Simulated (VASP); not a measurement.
C: single point with PBE

Crystal: C.

```
CELL_PARAMETERS angstrom
1.58581 0.00000 0.00000
0.00000 1.55041 0.00000
-0.10278 0.00000 2.14210
ATOMIC_POSITIONS crystal
C 0.50000 0.00000 0.00000
```

The cell was generated, and may not be a known phase.

| Property | Result |
| --- | --- |
| Program | VASP 6.6.1 |
| Task | single point |
| Functional | PBE |
| Potentials or basis | VASP PAW PBE potentials, release 64 (C) |
| Cutoff | 520 eV |
| k mesh | 10 × 10 × 8 |
| Occupations | gaussian, width 0.1 eV |
| Spin | no spin polarisation |
| Dipole correction | no |
| Further INCAR settings | ALGO = Normal; EDIFF = 1e-06; NBANDS = 8 |

The pressure is 73.2 GPa and the band gap on the k mesh is zero (bands 2 and 3 overlap by 6.15 eV).

Stress tensor (GPa, compression positive):
```
81.13  0.00 13.64
 0.00 92.14  0.00
13.64  0.00 46.40
```

Levels at points of the mesh, in eV from the Fermi level:
```tsv
k point	band 1	band 2	band 3	band 4	band 5	band 6
(0.00, 0.00, 0.00)	-23.12	-0.56	13.37	15.53	17.26	34.45
(0.50, 0.00, 0.00)	-12.99	-9.68	6.30	21.67	24.49	25.01
(0.00, 0.50, 0.00)	-12.93	-8.77	7.06	20.62	24.60	27.00
(0.50, 0.50, 0.00)	-4.86	-4.09	6.15	11.57	12.60	36.90
(0.00, 0.00, 0.50)	-18.83	-12.92	16.32	18.07	30.73	37.26
(0.50, 0.00, 0.50)	-10.75	-5.23	-3.03	8.18	22.20	41.07
(0.00, 0.50, 0.50)	-10.71	-4.15	-2.41	8.56	21.13	41.49
(0.50, 0.50, 0.50)	-3.33	-2.52	5.72	11.90	15.67	21.48
```

It took 11 s on 1 thread of Intel Xeon 8259CL (shared host), peak memory 0.11 GiB.

Caveat: the k points lie up to 0.41 Å⁻¹ apart, too coarse for converged energies and pressures of a metal.
